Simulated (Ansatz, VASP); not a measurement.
## MgB2 in VASP and in Ansatz

```xyz
3
Lattice="3.0665 0.0000 0.0000 -1.5333 2.6026 0.0000 0.0000 0.0000 3.4879" Properties=species:S:1:pos:R:3 pbc="T T T"
Mg    0.0000    0.0000    0.0000
B     0.0000    1.7351    1.7440
B     1.5333    0.8675    1.7440
```

Change from the starting cell: strain e2 = -0.02, atoms carried along.

Alike in both runs: task single point; functional PBEsol; k mesh 12 × 12 × 10; occupations gaussian, width 0.05 eV; no spin polarisation.

|  | VASP | Ansatz |
| --- | --- | --- |
| version | VASP 6.6.1 | Ansatz 0.2.0 |
| potentials or method | VASP PAW PBE potentials, release 64 (Mg, B), cutoff 520 eV | scalar-relativistic, plane waves, PAW |
| valence electrons in the cell | 8 | 16 |

Ansatz gave:

| Item | Value |
| --- | --- |
| gap on the k mesh at the Fermi level (eV) | none |
| pressure (GPa) | 3.8 |
| traceless stress, the component that is largest in VASP (GPa) | 6.11 |
| rms of the force components (eV/Å) | 0.036 |

Q: What did VASP give for the same quantities?

A: gap on the k mesh at the Fermi level (eV): none; pressure (GPa): 3.8; traceless stress, the component that is largest in VASP (GPa): 6.21; rms of the force components (eV/Å): 0.037.

VASP's potentials were made for PBE, not for PBEsol. Atom by atom the forces differ by 0.001 eV/Å (rms over components). A gap of «none» marks a metal or a gap that the smearing closes. VASP's potentials hold 8 valence electrons a cell and Ansatz's 16, so a difference there can come from the potentials and not from the codes.
